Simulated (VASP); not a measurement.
A run of VASP 6.6.1 is set up as follows.

The input INCAR:

```
SYSTEM = BiTe
  PREC = Accurate
  ENCUT = 520
  EDIFF = 1E-6
  ISMEAR = 0
  SIGMA = 0.15
  LREAL = .False.
  LASPH = .True.
  NELM = 60
  ALGO = Normal
  ISIF = 2
  LWAVE = .False.
  LCHARG = .True.
  GGA = PS
  LELF = .True.
  LVHAR = .True.
  NBANDS = 18
```

The input KPOINTS:

```
Automatic mesh
0
Gamma
  12 12 12
  0 0 0
```

Contents of POSCAR:

```
BiTe
1.0
    2.3397754739      1.3987509848      3.2567242602
   -2.5056400717      1.3987509848      3.3778596488
   -0.0829322989     -2.7975019696      3.3172919545
Bi Te
1 1
Direct
    0.5000000000      0.5000000000      0.5000000000
    0.0000000000      0.0000000000      0.0000000000
```

Potentials or basis: VASP PAW PBE potentials, release 64 (Bi_d, Te).

The run is started by

```bash
$ cat potpaw_PBE.64/Bi_d/POTCAR potpaw_PBE.64/Te/POTCAR > POTCAR
$ mpirun -np 1 vasp_std > vasp.out
```

Task: What does it give for the band gap on the k mesh?

Result: Zero (an odd number of electrons rules out a gap without spin polarisation).

Task: Predict the pressure.

Result: -2.4 GPa.

Stress tensor (GPa, compression positive):
```
-2.45 -0.91  1.25
-0.91 -2.54 -0.05
 1.25 -0.05 -2.21
```

Caveat: the cell differs from its parent crystal (strain -0.0500 x Voigt [0, 0, 0, 0, 1, 0]); the PAW data sets were made with another functional, which shifts forces and pressure a little; spin-orbit coupling is left out, which moves the levels of the heavy elements.
